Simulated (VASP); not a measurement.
# SiSn5 (P6/mmm) in VASP: notebook

The runs below take SiSn5 through single point, relaxation of cell and atoms, with PBE.

Everything below comes from runs of VASP 6.6.1. Logs are shortened: lines on timing, memory, paths and dates and some standing lists are left out, and cuts for length are marked.

### 1 The cell of the first run

The structure is hexagonal, space group P6/mmm (No. 191). The conventional cell has a = 10.222 Å, b = 10.222 Å, c = 2.904 Å, α = 90.00°, β = 90.00°, γ = 120.00°. Within 3.8 Å of Si (site symmetry 6/mmm) lie 2 Si at 2.90 Å. Within 3.8 Å of Sn (site symmetry -6m2) lie 5 Sn at 2.90 to 2.95 Å. Sn (site symmetry mmm) has 4 Sn at 2.90 to 2.95 Å within 3.8 Å.

The cell was generated, and may not be a known phase.

### 2 Single point, PBE

File INCAR:

```
PREC = Accurate
ENCUT = 520
EDIFF = 1E-6
ISMEAR = 0
SIGMA = 0.1
LREAL = F
LASPH = T
NELM = 60
ALGO = Fast
ISIF = 2
LWAVE = F
LCHARG = F
GGA = PE
NBANDS = 46
```

File KPOINTS:

```
Automatic mesh
0
Gamma
  6 6 12
```

File POSCAR:

```
SiSn5
1.0
   10.2216327114      0.0000000000      0.0000000000
   -5.1108163557      8.8521935962      0.0000000000
    0.0000000000      0.0000000000      2.9042052922
Si Sn
1 5
Direct
    0.0000000000      0.0000000000      0.5000000000
    0.3333333333      0.6666666667      0.5000000000
    0.6666666667      0.3333333333      0.5000000000
    0.5000000000      0.0000000000      0.5000000000
    0.0000000000      0.5000000000      0.5000000000
    0.5000000000      0.5000000000      0.5000000000
```

Potentials or basis: VASP PAW PBE potentials, release 64 (Si, Sn_d).

On the command line:

```bash
> cat potpaw_PBE.64/Si/POTCAR potpaw_PBE.64/Sn_d/POTCAR > POTCAR
> mpirun -np 1 vasp_std > vasp.out
```

OUTCAR:

```text
PREC = Accurate
   ENCUT = 520
   EDIFF = 1E-6
   ISMEAR = 0
   LREAL = F
   LASPH = T
   NELM = 60
   ISIF = 2
   GGA = PE

 ion  position               nearest neighbor table
   1  0.000  0.000  0.500-
   2  0.333  0.667  0.500-   4 2.95   5 2.95   6 2.95
   3  0.667  0.333  0.500-   4 2.95   5 2.95   6 2.95
   4  0.500  0.000  0.500-   2 2.95   3 2.95
   5  0.000  0.500  0.500-   2 2.95   3 2.95
   6  0.500  0.500  0.500-   2 2.95   3 2.95

  LATTYP: Found a hexagonal cell.
 ALAT       =    10.2216327114
 C/A-ratio  =     0.2841234247

  Lattice vectors:

 A1 = (  10.2216327114,   0.0000000000,   0.0000000000)
 A2 = (  -5.1108163557,   8.8521935962,   0.0000000000)
 A3 = (   0.0000000000,   0.0000000000,   2.9042052922)

Analysis of symmetry for initial positions (statically):
=====================================================================
 Subroutine PRICEL returns:
 Original cell was already a primitive cell.

 Routine SETGRP: Setting up the symmetry group for a
 hexagonal supercell.

 Subroutine GETGRP returns: Found 24 space group operations
 (whereof 24 operations were pure point group operations)
 out of a pool of 24 trial point group operations.

The static configuration has the point symmetry D_6h.

Analysis of symmetry for dynamics (positions and initial velocities):
=====================================================================
 Subroutine PRICEL returns:
 Original cell was already a primitive cell.

 Routine SETGRP: Setting up the symmetry group for a
 hexagonal supercell.

 Subroutine GETGRP returns: Found 24 space group operations
 (whereof 24 operations were pure point group operations)
 out of a pool of 24 trial point group operations.

The dynamic configuration has the point symmetry D_6h.

 Subroutine INISYM returns: Found 24 space group operations
 (whereof 24 operations are pure point group operations),
 and found     1 'primitive' translations

----------------------------------------------------------------------------------------

                                     Primitive cell

  volume of cell :     262.7837

  direct lattice vectors                    reciprocal lattice vectors
    10.221632711  0.000000000  0.000000000     0.097831729  0.056483175  0.000000000
    -5.110816356  8.852193596  0.000000000     0.000000000  0.112966350  0.000000000
     0.000000000  0.000000000  2.904205292     0.000000000  0.000000000  0.344328276

  length of vectors
    10.221632711 10.221632711  2.904205292     0.112966350  0.112966350  0.344328276

  position of ions in fractional coordinates (direct lattice)
     0.000000000  0.000000000  0.500000000
     0.333333333  0.666666667  0.500000000
     0.666666667  0.333333333  0.500000000
     0.500000000  0.000000000  0.500000000
     0.000000000  0.500000000  0.500000000
     0.500000000  0.500000000  0.500000000

  ion indices of the primitive-cell ions
   primitive index   ion index
                 1           1
                 2           2
                 3           3
                 4           4
                 5           5
                 6           6

----------------------------------------------------------------------------------------

 KPOINTS: Automatic mesh

Automatic generation of k-mesh.
 Grid dimensions read from file:
 generate k-points for:    6    6   12

 Generating k-lattice:

  Cartesian coordinates                     Fractional coordinates (reciprocal lattice)
     0.016305288  0.009413862  0.000000000     0.166666667  0.000000000  0.000000000
     0.000000000  0.018827725  0.000000000     0.000000000  0.166666667  0.000000000
     0.000000000  0.000000000  0.028694023     0.000000000  0.000000000  0.083333333

  Length of vectors
     0.018827725  0.018827725  0.028694023

  Shift w.r.t. Gamma in fractional coordinates (k-lattice)
     0.000000000  0.000000000  0.000000000

 Subroutine IBZKPT returns following result:
 ===========================================

 Found     49 irreducible k-points:

 Following reciprocal coordinates:
            Coordinates               Weight
  0.000000  0.000000  0.000000      1.000000
  0.166667  0.000000  0.000000      6.000000
  0.333333  0.000000  0.000000      6.000000
  0.500000  0.000000  0.000000      3.000000
  0.166667  0.166667  0.000000      6.000000
  0.333333  0.166667  0.000000     12.000000
[... 16 lines left out ...]
  0.166667  0.000000  0.250000     12.000000
  0.333333  0.000000  0.250000     12.000000
 [... further k-points ...]
   k-points           NKPTS =     49   k-points in BZ     NKDIM =     49   number of bands    NBANDS=     46
   number of dos      NEDOS =    301   number of ions     NIONS =      6
   total plane-waves  NPLWV = 153600
   dimension x,y,z NGX =    80 NGY =   80 NGZ =   24
   dimension x,y,z NGXF=   160 NGYF=  160 NGZF=   48
   ions per type =               1   5
   NGX,Y,Z   is equivalent  to a cutoff of  13.01, 13.01, 13.74 a.u.
   NGXF,Y,Z  is equivalent  to a cutoff of  26.02, 26.02, 27.48 a.u.
 SYSTEM =  unknown system
   PREC   = accura    normal or accurate (medium, high low for compatibility)
   ISTART =      0    job   : 0-new  1-cont  2-samecut
   ICHARG =      2    charge: 1-file 2-atom 10-const
   ISPIN  =      1    spin polarized calculation?
   LNONCOLLINEAR =      F non collinear calculations
   LSORBIT =      F    spin-orbit coupling
   LASPH  =      T    aspherical Exc in radial PAW
   ENCUT  =  520.0 eV  38.22 Ry    6.18 a.u.  19.01 19.01  5.40*2*pi/ulx,y,z
   NELM   =     60;   NELMIN=  2; NELMDL= -5     # of ELM steps
   EDIFF  = 0.1E-05   stopping-criterion for ELM
   LREAL  =      F    real-space projection
   EDIFFG = 0.1E-04   stopping-criterion for IOM
   NSW    =      0    number of steps for IOM
   IBRION =     -1    ionic relax: 0-MD 1-quasi-New 2-CG
   NFREE  =      0    steps in history (QN), initial steepest desc. (CG)
   ISIF   =      2    stress and relaxation
   ISYM   =      2    0-nonsym 1-usesym 2-fastsym
   POTIM  = 0.5000    time-step for ionic-motion
   TEBEG  =    0.0;   TEEND  =   0.0 temperature during run
   PSTRESS=    0.0 pullay stress
   NELECT =      74.0000    total number of electrons
   NUPDOWN=      -1.0000    fix difference up-down
   EMIN   =  10.00;   EMAX   =-10.00  energy-range for DOS
   EFERMI =   0.00;   METHOD = LEGACY
   ISMEAR =     0;   SIGMA  =   0.10  broadening in eV -4-tet -1-fermi 0-gaus
   EFERMI_NEDOS =   21; number of points for ismear=-14 and -15
   IALGO  =     68    algorithm
   IMIX   =      4    mixing-type and parameters
     AMIX     =   0.40;   BMIX     =  1.00
     AMIX_MAG =   1.60;   BMIX_MAG =  1.00
  volume/ion in A,a.u.               =      43.80       295.56
  Fermi-wavevector in a.u.,A,eV,Ry     =   1.073048  2.027767 15.666190  1.151432
  Thomas-Fermi vector in A             =   2.208836
   LORBIT       =      0    0 simple, 1 ext, 2 COOP (PROOUT), +10 PAW based schemes
   GGA     = PE    functional components
   LHFCALC =     F    Hartree Fock is set to
   AEXX    =    0.0000 exact exchange contribution
   IVDW    =     0    specifies the selected vdW correction
   LEPSILON=     F    determine dielectric tensor
   LRPA    =     F    only Hartree local field effects (RPA)
 non-spin polarized calculation
 RMM-DIIS sequential band-by-band and
 Gauss-broadening in eV      SIGMA  =   0.10
  energy-cutoff  :      520.00
  volume of cell :      262.78
 maximum number of plane-waves:      7131
 NGX is ok and might be reduce to    80
   NGX = 37   NGY = 37   NGZ = 11

 number of electron      73.9999988 magnetization

 Free energy of the ion-electron system (eV)
  ---------------------------------------------------
  ext. energy  EPLUGINS =         0.00000000
  ---------------------------------------------------
  free energy    TOTEN  =       -19.72035466 eV

  energy without entropy =      -19.68839901  energy(sigma->0) =      -19.70437684

 E-fermi :   2.7373     XC(G=0):  -7.5407

 val. band max:        2.7257057938   @ k =   0.0000   0.0000   0.3333
 cond. band min:       2.7394357795   @ k =   0.3333   0.3333   0.3333
 fundamental gap:      0.0137299856
 Fermi energy:         2.7372808738

 k-point     1 :       0.0000    0.0000    0.0000
  band No.  band energies     occupation
      1     -18.9516      2.00000
      2     -18.9243      2.00000
      3     -18.9243      2.00000
      4     -18.8410      2.00000
      5     -18.8295      2.00000
      6     -18.7737      2.00000
[... 38 lines left out ...]
     45       8.1309      0.00000
     46       8.1309      0.00000

 k-point     2 :       0.1667    0.0000    0.0000
  band No.  band energies     occupation
      1     -18.9503      2.00000
      2     -18.9262      2.00000
      3     -18.9242      2.00000
      4     -18.8408      2.00000
      5     -18.8315      2.00000
      6     -18.7720      2.00000
[... 38 lines left out ...]
     45       7.8753      0.00000
     46       7.9285      0.00000

 k-point     3 :       0.3333    0.0000    0.0000
  band No.  band energies     occupation
      1     -18.9467      2.00000
      2     -18.9309      2.00000
      3     -18.9240      2.00000
      4     -18.8402      2.00000
      5     -18.8349      2.00000
      6     -18.7683      2.00000
[... 38 lines left out ...]
     45       7.6960      0.00000
     46       7.9508      0.00000

 k-point     4 :       0.5000    0.0000    0.0000
  band No.  band energies     occupation
      1     -18.9438      2.00000
      2     -18.9344      2.00000
      3     -18.9239      2.00000
      4     -18.8396      2.00000
      5     -18.8366      2.00000
      6     -18.7662      2.00000
[... 920 lines left out ...]
     45       5.5763      0.00000
     46       6.3070      0.00000

 k-point    23 :       0.1667    0.0000    0.2500
  band No.  band energies     occupation
      1     -18.7742      2.00000
      2     -18.7731      2.00000
      3     -18.7426      2.00000
      4     -18.6651      2.00000
      5     -18.6645      2.00000
      6     -18.6644      2.00000
[... 38 lines left out ...]
     45       5.7818      0.00000
     46       6.4039      0.00000

 k-point    24 :       0.3333    0.0000    0.2500
  band No.  band energies     occupation
      1     -18.7702      2.00000
      2     -18.7655      2.00000
      3     -18.7474      2.00000
      4     -18.6655      2.00000
      5     -18.6648      2.00000
      6     -18.6643      2.00000
[... 38 lines left out ...]
     45       6.2320      0.00000
     46       6.6536      0.00000

 [... further k-points ...]
[... 5 lines left out ...]
  --------------------------------------------------------------------------------------
  -------------------------------------------------------------------------------------
  Total       -0.0576409     -0.0576409     -0.0757103      0.0000000      0.0000000      0.0000000
  in kB       -0.3514335     -0.3514335     -0.4616012      0.0000000      0.0000000      0.0000000
  external PRESSURE =      -0.3881561 kB  Pullay stress =       0.0000000 kB

 VOLUME and BASIS-vectors are now :
 -----------------------------------------------------------------------------
  energy-cutoff  :      520.00
  volume of cell :      262.78
      direct lattice vectors                 reciprocal lattice vectors
    10.221632711  0.000000000  0.000000000     0.097831729  0.056483175  0.000000000
    -5.110816356  8.852193596  0.000000000     0.000000000  0.112966350  0.000000000
     0.000000000  0.000000000  2.904205292     0.000000000  0.000000000  0.344328276

 POSITION                                       TOTAL-FORCE (eV/Angst)
 -----------------------------------------------------------------------------------
      0.00000      0.00000      1.45210         0.000000      0.000000      0.000000
     -0.00000      5.90146      1.45210        -0.000000      0.000000      0.000000
      5.11082      2.95073      1.45210         0.000000      0.000000      0.000000
      5.11082      0.00000      1.45210        -0.000000      0.000000      0.000000
     -2.55541      4.42610      1.45210        -0.000000      0.000000      0.000000
      2.55541      4.42610      1.45210         0.000000      0.000000      0.000000
 -----------------------------------------------------------------------------------
    total drift:                               -0.000000      0.000000     -0.000000

  FREE ENERGIE OF THE ION-ELECTRON SYSTEM (eV)
  ---------------------------------------------------
  free  energy   TOTEN  =       -19.7203546580 eV

  energy  without entropy=      -19.6883990132  energy(sigma->0) =      -19.70437684
```

Run time: 15 min. Hardware: 1 thread of Oxide Virtual Turin-like, shared host; peak memory 0.64 GiB.

What came out:

```
Free energy            : -19.7204 eV
Pressure               : 0.0 GPa
Band gap on the k mesh : zero (bands 37 and 38 overlap by 1.84 eV)
```

Caveat: spin-orbit coupling is left out, which moves the levels of the heavy elements.

### 3 Relaxation of cell and atoms, PBE

This run uses another cell than the first one, of 44.61 Å³/atom.

File INCAR:

```
PREC = Accurate
ENCUT = 600
EDIFF = 1E-6
ISMEAR = 0
SIGMA = 0.1
LREAL = F
LASPH = T
NELM = 60
ALGO = Fast
ISIF = 3
LWAVE = F
LCHARG = F
GGA = PE
IBRION = 2
NSW = 100
EDIFFG = -0.01
```

KPOINTS is that of step 2.

POSCAR: that of step 2 with these lines changed.

```diff
@@ -2,5 +2,5 @@
 1.0
-   10.2216327114      0.0000000000      0.0000000000
-   -5.1108163557      8.8521935962      0.0000000000
-    0.0000000000      0.0000000000      2.9042052922
+   10.2668795795      0.0000000000      0.0000000000
+   -5.1334397897      8.8913785334      0.0000000000
+    0.0000000000      0.0000000000      2.9319867301
 Si Sn
```

Potentials or basis: VASP PAW PBE potentials, release 64 (Si, Sn_d).

On the command line:

```bash
> cat potpaw_PBE.64/Si/POTCAR potpaw_PBE.64/Sn_d/POTCAR > POTCAR
> mpirun -np 1 vasp_std > vasp.out
```

Run time: 33 min. Hardware: 1 thread of Oxide Virtual Turin-like, shared host; peak memory 0.76 GiB.

The run converged. Its results:

- Free energy: -19.7209 eV
- Relaxed volume: 43.78 Å³/atom
- Relaxed cell: a = 10.222 Å, b = 10.222 Å, c = 2.903 Å, α = 90.00°, β = 90.00°, γ = 120.00°
- Space group after relaxing (to 0.1 Å): P6/mmm (No. 191)
- Energy gained by relaxing: 1.7 meV/atom
- Ionic steps: 6
- Pressure after relaxing: 0.0 GPa
- Band gap on the k mesh: zero (bands 37 and 38 overlap by 1.84 eV)

Step by step:
```csv
step,energy change (eV),largest force (eV/Å),pressure (GPa),volume (Å³)
1,0.0000,0.0000,-0.52,267.65
2,-0.0089,0.0000,0.11,262.13
3,-0.0099,0.0000,-0.05,263.44
4,-0.0099,0.0000,-0.02,263.35
5,-0.0102,0.0000,0.00,262.84
6,-0.0102,0.0000,0.00,262.67
```

Final structure:
```xyz
6
Lattice="10.2216 0.0000 0.0000 -5.1108 8.8521 0.0000 0.0000 0.0000 2.9030" Properties=species:S:1:pos:R:3 pbc="T T T"
Si    0.0000    0.0000    1.4515
Sn    0.0000    5.9014    1.4515
Sn    5.1108    2.9507    1.4515
Sn    5.1108    0.0000    1.4515
Sn   -2.5554    4.4261    1.4515
Sn    2.5554    4.4261    1.4515
```

Levels at points of the mesh, in eV from the Fermi level:
| k point | band 36 | band 37 | band 38 | band 39 | band 40 | band 41 |
| --- | --- | --- | --- | --- | --- | --- |
| (0.00, 0.00, 0.00) | -0.40 | -0.11 | -0.11 | 0.28 | 0.28 | 1.90 |
| (0.50, 0.00, 0.00) | -0.65 | -0.62 | -0.36 | -0.19 | 1.37 | 3.01 |
| (0.00, 0.00, 0.50) | -1.20 | -0.75 | -0.62 | -0.62 | 1.72 | 1.72 |
| (0.50, 0.00, 0.50) | -1.77 | -1.25 | -0.53 | 1.27 | 1.49 | 1.63 |

Caveat: spin-orbit coupling is left out, which moves the levels of the heavy elements.
